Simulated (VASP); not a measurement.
# WS2 in VASP: a series of runs

The runs below take WS2 through single point, with PBE+D3(BJ).

Everything below comes from runs of VASP 6.6.1. Logs are shortened: lines on timing, memory, paths and dates and some standing lists are left out, and cuts for length are marked.

## (1) The cell of the first run

The cell holds a slab with vacuum, 6 atoms: a = 3.160 Å, b = 3.160 Å, c = 23.804 Å, α = 90.00°, β = 90.00°, γ = 120.00°.

## (2) Single point, PBE+D3(BJ)

Input file INCAR:

```
PREC = Accurate ; ENCUT = 520
EDIFF = 1E-6 ; ISMEAR = 0
SIGMA = 0.05 ; LREAL = F
LASPH = T ; NELM = 100
ALGO = Normal ; ISIF = 2
LWAVE = F ; LCHARG = T
LDIPOL = T ; IDIPOL = 3
DIPOL = 0.5 0.5 0.389 ; GGA = PE
IVDW = 12 ; LELF = T
LVHAR = T ; LVACPOTAV = T
NBANDS = 35
```

Input file KPOINTS:

```
regular mesh
0
Gamma
  9 9 1
```

Input file POSCAR:

```
WS2
1.0
    3.1595457497      0.0000000000      0.0000000000
   -1.5797728749      2.7362468836      0.0000000000
    0.0000000000      0.0000000000     23.8042575719
S W
4 2
Direct
    0.3333333333      0.6666666667      0.1890418126
    0.3333333333      0.6666666667      0.3214605103
    0.5000000000      0.6666666667      0.4563103366
    0.5000000000      0.6666666667      0.5887290343
    0.6666666667      0.3333333333      0.2552511581
    0.8333333333      0.3333333333      0.5225196821
```

Potentials or basis: VASP PAW PBE potentials, release 64 (S, W_sv).

Launch:

```
$ cat potpaw_PBE.64/S/POTCAR potpaw_PBE.64/W_sv/POTCAR > POTCAR
$ mpirun -np 1 vasp_std > vasp.out
```

OUTCAR:

```text
PREC = Accurate
   ENCUT = 520
   EDIFF = 1E-6
   ISMEAR = 0
   LREAL = F
   LASPH = T
   NELM = 100
   ISIF = 2
   GGA = PE
   IVDW = 12
 IVDW          = 12

 ion  position               nearest neighbor table
   1  0.333  0.667  0.189-   5 2.41   5 2.41   5 2.41
   2  0.333  0.667  0.321-   5 2.41   5 2.41   5 2.41
   3  0.500  0.667  0.456-   6 2.41   6 2.41   6 2.41
   4  0.500  0.667  0.589-   6 2.41   6 2.41   6 2.41
   5  0.667  0.333  0.255-   1 2.41   1 2.41   1 2.41   2 2.41   2 2.41   2 2.41
   6  0.833  0.333  0.523-   3 2.41   3 2.41   3 2.41   4 2.41   4 2.41   4 2.41

  LATTYP: Found a hexagonal cell.
 ALAT       =     3.1595457497
 C/A-ratio  =     7.5340759266

  Lattice vectors:

 A1 = (   3.1595457497,   0.0000000000,   0.0000000000)
 A2 = (  -1.5797728749,   2.7362468836,   0.0000000000)
 A3 = (   0.0000000000,   0.0000000000,  23.8042575719)

Analysis of symmetry for initial positions (statically):
=====================================================================
 Subroutine PRICEL returns:
 Original cell was already a primitive cell.

 Routine SETGRP: Setting up the symmetry group for a
 hexagonal supercell.

 Subroutine GETGRP returns: Found  2 space group operations
 (whereof  1 operations were pure point group operations)
 out of a pool of 24 trial point group operations.

The static configuration has the point symmetry C_1 .
 The point group associated with its full space group is C_2 .

Analysis of symmetry for dynamics (positions and initial velocities):
=====================================================================
 Subroutine PRICEL returns:
 Original cell was already a primitive cell.

 Routine SETGRP: Setting up the symmetry group for a
 hexagonal supercell.

 Subroutine GETGRP returns: Found  2 space group operations
 (whereof  1 operations were pure point group operations)
 out of a pool of 24 trial point group operations.

The dynamic configuration has the point symmetry C_1 .
 The point group associated with its full space group is C_2 .

 Subroutine INISYM returns: Found  2 space group operations
 (whereof  1 operations are pure point group operations),
 and found     1 'primitive' translations

----------------------------------------------------------------------------------------

                                     Primitive cell

  volume of cell :     205.7949

  direct lattice vectors                    reciprocal lattice vectors
     3.159545750  0.000000000  0.000000000     0.316501193  0.182732049  0.000000000
    -1.579772875  2.736246884  0.000000000     0.000000000  0.365464098  0.000000000
     0.000000000  0.000000000 23.804257572     0.000000000  0.000000000  0.042009292

  length of vectors
     3.159545750  3.159545750 23.804257572     0.365464098  0.365464098  0.042009292

  position of ions in fractional coordinates (direct lattice)
     0.333333333  0.666666667  0.189041813
     0.333333333  0.666666667  0.321460510
     0.500000000  0.666666667  0.456310337
     0.500000000  0.666666667  0.588729034
     0.666666667  0.333333333  0.255251158
     0.833333333  0.333333333  0.522519682

  ion indices of the primitive-cell ions
   primitive index   ion index
                 1           1
                 2           2
                 3           3
                 4           4
                 5           5
                 6           6

----------------------------------------------------------------------------------------

 KPOINTS: regular mesh

Automatic generation of k-mesh.
 Grid dimensions read from file:
 generate k-points for:    9    9    1

 Generating k-lattice:

  Cartesian coordinates                     Fractional coordinates (reciprocal lattice)
     0.035166799  0.020303561  0.000000000     0.111111111 -0.000000000  0.000000000
     0.000000000  0.040607122  0.000000000     0.000000000  0.111111111  0.000000000
     0.000000000  0.000000000  0.042009292     0.000000000  0.000000000  1.000000000

  Length of vectors
     0.040607122  0.040607122  0.042009292

  Shift w.r.t. Gamma in fractional coordinates (k-lattice)
     0.000000000  0.000000000  0.000000000

 Subroutine IBZKPT returns following result:
 ===========================================

 Found     25 irreducible k-points:

 Following reciprocal coordinates:
            Coordinates               Weight
  0.000000  0.000000  0.000000      1.000000
  0.111111 -0.000000  0.000000      4.000000
  0.000000  0.111111  0.000000      2.000000
  0.222222  0.000000  0.000000      4.000000
  0.000000  0.222222  0.000000      2.000000
  0.333333 -0.000000  0.000000      4.000000
[... 16 lines left out ...]
 -0.222222 -0.444444  0.000000      4.000000
  0.444444  0.333333  0.000000      4.000000
   k-points           NKPTS =     25   k-points in BZ     NKDIM =     25   number of bands    NBANDS=     35
   number of dos      NEDOS =    301   number of ions     NIONS =      6
   total plane-waves  NPLWV = 103680
   dimension x,y,z NGX =    24 NGY =   24 NGZ =  180
   dimension x,y,z NGXF=    48 NGYF=   48 NGZF=  360
   ions per type =               4   2
   NGX,Y,Z   is equivalent  to a cutoff of  12.63, 12.63, 12.57 a.u.
   NGXF,Y,Z  is equivalent  to a cutoff of  25.26, 25.26, 25.14 a.u.
 SYSTEM =  unknown system
   PREC   = accura    normal or accurate (medium, high low for compatibility)
   ISTART =      0    job   : 0-new  1-cont  2-samecut
   ICHARG =      2    charge: 1-file 2-atom 10-const
   ISPIN  =      1    spin polarized calculation?
   LNONCOLLINEAR =      F non collinear calculations
   LSORBIT =      F    spin-orbit coupling
   LASPH  =      T    aspherical Exc in radial PAW
   ENCUT  =  520.0 eV  38.22 Ry    6.18 a.u.   5.87  5.87 44.26*2*pi/ulx,y,z
   NELM   =    100;   NELMIN=  2; NELMDL= -5     # of ELM steps
   EDIFF  = 0.1E-05   stopping-criterion for ELM
   LREAL  =      F    real-space projection
   EDIFFG = 0.1E-04   stopping-criterion for IOM
   NSW    =      0    number of steps for IOM
   IBRION =     -1    ionic relax: 0-MD 1-quasi-New 2-CG
   NFREE  =      0    steps in history (QN), initial steepest desc. (CG)
   ISIF   =      2    stress and relaxation
   ISYM   =      2    0-nonsym 1-usesym 2-fastsym
   POTIM  = 0.5000    time-step for ionic-motion
   TEBEG  =    0.0;   TEEND  =   0.0 temperature during run
   PSTRESS=    0.0 pullay stress
   NELECT =      52.0000    total number of electrons
   NUPDOWN=      -1.0000    fix difference up-down
   EMIN   =  10.00;   EMAX   =-10.00  energy-range for DOS
   EFERMI =   0.00;   METHOD = LEGACY
   ISMEAR =     0;   SIGMA  =   0.05  broadening in eV -4-tet -1-fermi 0-gaus
   EFERMI_NEDOS =   21; number of points for ismear=-14 and -15
   IALGO  =     38    algorithm
   IMIX   =      4    mixing-type and parameters
     AMIX     =   0.40;   BMIX     =  1.00
     AMIX_MAG =   1.60;   BMIX_MAG =  1.00
  volume/ion in A,a.u.               =      34.30       231.46
  Fermi-wavevector in a.u.,A,eV,Ry     =   1.034978  1.955825 14.574279  1.071179
  Thomas-Fermi vector in A             =   2.169299
   LORBIT       =      0    0 simple, 1 ext, 2 COOP (PROOUT), +10 PAW based schemes
   GGA     = PE    functional components
   LHFCALC =     F    Hartree Fock is set to
   AEXX    =    0.0000 exact exchange contribution
   IVDW    =    12    specifies the selected vdW correction
   LEPSILON=     F    determine dielectric tensor
   LRPA    =     F    only Hartree local field effects (RPA)
 non-spin polarized calculation
 Gauss-broadening in eV      SIGMA  =   0.05
  energy-cutoff  :      520.00
  volume of cell :      205.79
 maximum number of plane-waves:      5566
   NGX = 11   NGY = 11   NGZ = 89

 dipolmoment           0.000000      0.000000      0.000000 electrons x Angstroem

 number of electron      51.9999994 magnetization

 dipolmoment           0.000000      0.000000     -0.000002 electrons x Angstroem

 Free energy of the ion-electron system (eV)
  ---------------------------------------------------
  ext. energy  EPLUGINS =         0.00000000
  ---------------------------------------------------
  free energy    TOTEN  =       -47.22919790 eV

  energy without entropy =      -47.22919790  energy(sigma->0) =      -47.22919790

 E-fermi :   1.4865     XC(G=0):  -6.1258

 val. band max:        1.1457191249   @ k =   0.0000   0.0000   0.0000
 cond. band min:       2.7005179684   @ k =   0.2222   0.1111   0.0000
 fundamental gap:      1.5547988435
 Fermi energy:         1.4864698952

 k-point     1 :       0.0000    0.0000    0.0000
  band No.  band energies     occupation
      1     -73.1875      2.00000
      2     -73.1875      2.00000
      3     -37.4419      2.00000
      4     -37.4419      2.00000
      5     -37.2644      2.00000
      6     -37.2643      2.00000
[... 27 lines left out ...]
     34       3.9218      0.00000
     35       5.8737      0.00000

 k-point     2 :       0.1111   -0.0000    0.0000
  band No.  band energies     occupation
      1     -73.1853      2.00000
      2     -73.1853      2.00000
      3     -37.4342      2.00000
      4     -37.4342      2.00000
      5     -37.3071      2.00000
      6     -37.3066      2.00000
[... 27 lines left out ...]
     34       4.1402      0.00000
     35       6.2355      0.00000

 k-point     3 :       0.0000    0.1111    0.0000
  band No.  band energies     occupation
      1     -73.1853      2.00000
      2     -73.1853      2.00000
      3     -37.4342      2.00000
      4     -37.4342      2.00000
      5     -37.3068      2.00000
      6     -37.3068      2.00000
[... 27 lines left out ...]
     34       4.1287      0.00000
     35       6.2353      0.00000

 k-point     4 :       0.2222    0.0000    0.0000
  band No.  band energies     occupation
      1     -73.1799      2.00000
      2     -73.1798      2.00000
      3     -37.4154      2.00000
      4     -37.4154      2.00000
      5     -37.4133      2.00000
      6     -37.4127      2.00000
[... 27 lines left out ...]
     34       4.8450      0.00000
     35       6.9403      0.00000

 k-point     5 :       0.0000    0.2222    0.0000
  band No.  band energies     occupation
      1     -73.1799      2.00000
      2     -73.1798      2.00000
      3     -37.4147      2.00000
      4     -37.4147      2.00000
      5     -37.4137      2.00000
      6     -37.4136      2.00000
[... 638 lines left out ...]
 k-point    22 :       0.3333    0.2222    0.0000
  band No.  band energies     occupation
      1     -73.1678      2.00000
      2     -73.1678      2.00000
      3     -37.5674      2.00000
      4     -37.5668      2.00000
      5     -37.4327      2.00000
      6     -37.4322      2.00000
[... 27 lines left out ...]
     34       6.1901      0.00000
     35       6.7906      0.00000

 k-point    23 :      -0.2222   -0.4444    0.0000
  band No.  band energies     occupation
      1     -73.1678      2.00000
      2     -73.1678      2.00000
      3     -37.5672      2.00000
      4     -37.5670      2.00000
      5     -37.4326      2.00000
      6     -37.4323      2.00000
[... 27 lines left out ...]
     34       6.2132      0.00000
     35       6.7382      0.00000

 k-point    24 :       0.4444    0.3333    0.0000
  band No.  band energies     occupation
      1     -73.1678      2.00000
      2     -73.1678      2.00000
      3     -37.5673      2.00000
      4     -37.5670      2.00000
      5     -37.4326      2.00000
      6     -37.4322      2.00000
[... 27 lines left out ...]
     34       6.1885      0.00000
     35       6.7965      0.00000

 [... further k-points ...]

------------------------ aborting loop because EDIFF is reached ----------------------------------------

 Edisp (eV)   -2.15641

 E8    (eV) :    -0.9359

  FORCE on cell =-STRESS in cart. coord.  units (eV):
  Direction    XX          YY          ZZ          XY          YZ          ZX
  --------------------------------------------------------------------------------------
  -------------------------------------------------------------------------------------
  Total      -0.19939    -0.25152     0.33453     0.00000     0.00000     0.30485
  in kB      -1.55229    -1.95819     2.60439     0.00000     0.00000     2.37334
  external pressure =       -0.30 kB  Pullay stress =        0.00 kB

 VOLUME and BASIS-vectors are now :
 -----------------------------------------------------------------------------
  energy-cutoff  :      520.00
  volume of cell :      205.79
      direct lattice vectors                 reciprocal lattice vectors
     3.159545750  0.000000000  0.000000000     0.316501193  0.182732049  0.000000000
    -1.579772875  2.736246884  0.000000000     0.000000000  0.365464098  0.000000000
     0.000000000  0.000000000 23.804257572     0.000000000  0.000000000  0.042009292

 POSITION                                       TOTAL-FORCE (eV/Angst)
 -----------------------------------------------------------------------------------
     -0.00000      1.82416      4.50000         0.000589     -0.000815      0.000699
     -0.00000      1.82416      7.65213        -0.071138      0.000577     -0.171910
      0.52659      1.82416     10.86213         0.071138      0.000577      0.171910
      0.52659      1.82416     14.01426        -0.000589     -0.000815     -0.000699
      1.57977      0.91208      6.07606        -0.012844      0.000237      0.020663
      2.10636      0.91208     12.43819         0.012844      0.000237     -0.020663
 -----------------------------------------------------------------------------------
    total drift:                                0.000001      0.000043     -0.000322

  FREE ENERGIE OF THE ION-ELECTRON SYSTEM (eV)
  ---------------------------------------------------
  free  energy   TOTEN  =       -49.3856113614 eV

  energy  without entropy=      -49.3856113614  energy(sigma->0) =      -49.38561136

 vacuum level on the upper side and lower side of the slab         6.478         6.478
```

Run time: 3.9 min. Hardware: 1 thread of Intel Xeon 6975P-C, shared host; peak memory 0.4 GiB.

Results:

- Free energy: -49.3856 eV
- Largest force: 0.186 eV/Å
- Band gap on the k mesh: 1.55 eV, indirect (least direct gap 1.89 eV)
- Dispersion energy per atom: -0.359 eV

Forces in eV/Å, atoms in the order of the input:
```
S    0.001 -0.001  0.001
S   -0.071  0.001 -0.172
S    0.071  0.001  0.172
S   -0.001 -0.001 -0.001
W   -0.013  0.000  0.021
W    0.013  0.000 -0.021
```

Caveat: spin-orbit coupling is left out, which moves the levels of the heavy elements.

## (3) Single point, PBE+D3(BJ)

Input file INCAR:

```
  ALGO = Normal
  DIPOL = 0.5 0.5 0.400
  EDIFF = 1E-6
  ENCUT = 520
  GGA = PE
  IDIPOL = 3
  ISIF = 2
  ISMEAR = 0
  IVDW = 12
  LASPH = T
  LCHARG = F
  LDIPOL = T
  LREAL = F
  LWAVE = F
  NBANDS = 35
  NELM = 80
  PREC = Accurate
  SIGMA = 0.05
```

Input file KPOINTS:

```
k-points
0
Gamma
  9 9 1
```

Input file POSCAR:

```
WS2
1.0
    3.1595457497      0.0000000000      0.0000000000
   -1.5797728749      2.7362468836      0.0000000000
    0.0000000000      0.0000000000     23.8042575719
S W
4 2
Direct
    0.3333333333      0.6666666667      0.1890418126
    0.3333333333      0.6666666667      0.3214605103
    0.5000000000      0.6666666667      0.4785752612
    0.5000000000      0.6666666667      0.6109939589
    0.6666666667      0.3333333333      0.2552511581
    0.8333333333      0.3333333333      0.5447846067
```

Potentials or basis: VASP PAW PBE potentials, release 64 (S, W_sv).

Launch:

```
$ cat potpaw_PBE.64/S/POTCAR potpaw_PBE.64/W_sv/POTCAR > POTCAR
$ mpirun -np 1 vasp_std > vasp.out
```

It took 3.9 min on 1 thread of Intel Xeon 6975P-C, shared host; peak memory 0.4 GiB.

It converged, with:

| Property | Result |
| --- | --- |
| Free energy | -49.3874 eV |
| Largest force | 0.040 eV/Å |
| Band gap on the k mesh | 1.83 eV, indirect (least direct gap 1.91 eV) |
| Dispersion energy per atom | -0.344 eV |

Forces on the atoms (eV/Å):
```
S    0.000  0.000  0.003
S   -0.012  0.000  0.038
S    0.012  0.000 -0.038
S    0.000  0.000 -0.003
W   -0.003  0.000  0.035
W    0.003  0.000 -0.035
```

Levels at points of the mesh, in eV from the valence-band top:
| k point | band 22 | band 23 | band 24 | band 25 | band 26 | band 27 | band 28 | band 29 | band 30 | band 31 |
| --- | --- | --- | --- | --- | --- | --- | --- | --- | --- | --- |
| (0.00, 0.00, 0.00) | -1.66 | -1.66 | -1.66 | -0.39 | 0.00 | 2.83 | 2.83 | 2.84 | 2.85 | 2.96 |

Caveat: spin-orbit coupling is left out, which moves the levels of the heavy elements.

## (4) Single point, PBE+D3(BJ)

Input file INCAR:

```
PREC = Accurate
ENCUT = 520
EDIFF = 1E-7
ISMEAR = 0
SIGMA = 0.05
LREAL = False
LASPH = True
NELM = 100
ALGO = Normal
ISIF = 2
LWAVE = False
LCHARG = False
LDIPOL = True
IDIPOL = 3
DIPOL = 0.5 0.5 0.421
GGA = PE
IVDW = 12
NBANDS = 35
```

Input file KPOINTS:

```
regular mesh
0
Gamma
  9 9 1
```

Input file POSCAR:

```
WS2
1.0
    3.1595457497      0.0000000000      0.0000000000
   -1.5797728749      2.7362468836      0.0000000000
    0.0000000000      0.0000000000     23.8042575719
S W
4 2
Direct
    0.3333333333      0.6666666667      0.1890418126
    0.3333333333      0.6666666667      0.3214605103
    0.5000000000      0.6666666667      0.5205845529
    0.5000000000      0.6666666667      0.6530032506
    0.6666666667      0.3333333333      0.2552511581
    0.8333333333      0.3333333333      0.5867938984
```

Launch:

```
$ cat potpaw_PBE.64/S/POTCAR potpaw_PBE.64/W_sv/POTCAR > POTCAR
$ mpirun -np 1 vasp_std > vasp.out
```

It took 4.4 min on 1 thread of Intel Xeon 6975P-C, shared host; peak memory 0.4 GiB.

Results (log left out):

```
Free energy                : -49.3035 eV
Largest force              : 0.046 eV/Å
Band gap on the k mesh     : 1.92 eV, direct
Dispersion energy per atom : -0.328 eV
```

Forces on the atoms (eV/Å):
```
S    0.000  0.000  0.000
S    0.000  0.000  0.046
S    0.000  0.000 -0.046
S    0.000  0.000  0.000
W    0.000  0.000  0.022
W    0.000  0.000 -0.022
```

Levels at points of the mesh, in eV from the valence-band top:
```
           k point  band 22  band 23  band 24  band 25  band 26  band 27  band 28  band 29  band 30  band 31
(0.00, 0.00, 0.00)    -1.57    -1.57    -1.57    -0.21    -0.07     2.93     2.93     2.93     2.93     3.06
```

Caveat: spin-orbit coupling is left out, which moves the levels of the heavy elements.
